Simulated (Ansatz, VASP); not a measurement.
**GaP in VASP and in Ansatz**

INCAR

```
SYSTEM = GaP
PREC = Accurate ; ENCUT = 520
EDIFF = 1E-6 ; ISMEAR = -1
SIGMA = 0.05 ; LREAL = .FALSE.
LASPH = .TRUE. ; NELM = 60
ALGO = Normal ; ISIF = 2
LWAVE = .FALSE. ; LCHARG = .TRUE.
GGA = PE ; LELF = .TRUE.
LVHAR = .TRUE. ; NBANDS = 16
```

Contents of KPOINTS:

```
regular mesh
0
G
  10 10 10
  0 0 0
```

POSCAR

```
GaP
1.0
    0.0000000000      2.7252500000      2.7525025000
    2.7252500000      0.0000000000      2.7525025000
    2.7252500000      2.7252500000      0.0000000000
Ga P
1 1
Direct
    0.0000000000      0.0000000000      0.0000000000
    0.7500000000      0.7500000000      0.7500000000
```

Input for Ansatz:

```yaml
crystal:
  lattice:
    - [0.0, 2.72525, 2.7525025]
    - [2.72525, 0.0, 2.7525025]
    - [2.72525, 2.72525, 0.0]
  atoms:
    - { symbol: Ga, position: [0.0, 0.0, 0.0] }
    - { symbol: P, position: [0.75, 0.75, 0.75] }
kpoints:
  mp_grid: { grid: [10, 10, 10] }
  band_path:
    path:
      - [0.0, 0.0, 0.0]
      - [0.5, 0.0, 0.5]
      - [0.75, 0.25, 0.5]
      - [0.5, 0.5, 0.5]
      - [0.0, 0.0, 0.0]
      - [0.5, 0.5, 0.0]
      - [0.6274629938, 0.6274629938, 0.2549259876]
      - [0.3725370062, 0.3725370062, 0.7450740124]
      - [0.0, 0.0, 0.0]
    npoints: 5
scf:
  occupations: { method: fermi_dirac, width: 0.05 }
hamiltonian:
  xc: pbe
  pseudopotentials: { kind: all_electron, lapw: { basis_error: 0.0005 } }
output:
  forces: true
  stress: true
  eigenvalues: true
```

Change from the starting cell: zz strain of +1 %.

Alike in both runs: task single point; functional PBE; k mesh 10 × 10 × 10; occupations fermi-dirac, width 0.05 eV; no spin polarisation.

```csv
,VASP,Ansatz
version,VASP 6.6.1,Ansatz 0.2.0
potentials or method,"VASP PAW PBE potentials, release 64 (Ga_d, P), cutoff 520 eV","all-electron LAPW, scalar-relativistic"
```

|  | VASP | Ansatz | Ansatz less VASP |
| --- | --- | --- | --- |
| pressure (GPa) | 1.6 | 1.6 | +0.05 |
| traceless stress, the component that is largest in VASP (GPa) | -0.49 | -0.49 | 0.000 |

Ansatz ran all-electron here, and VASP with PAW potentials.
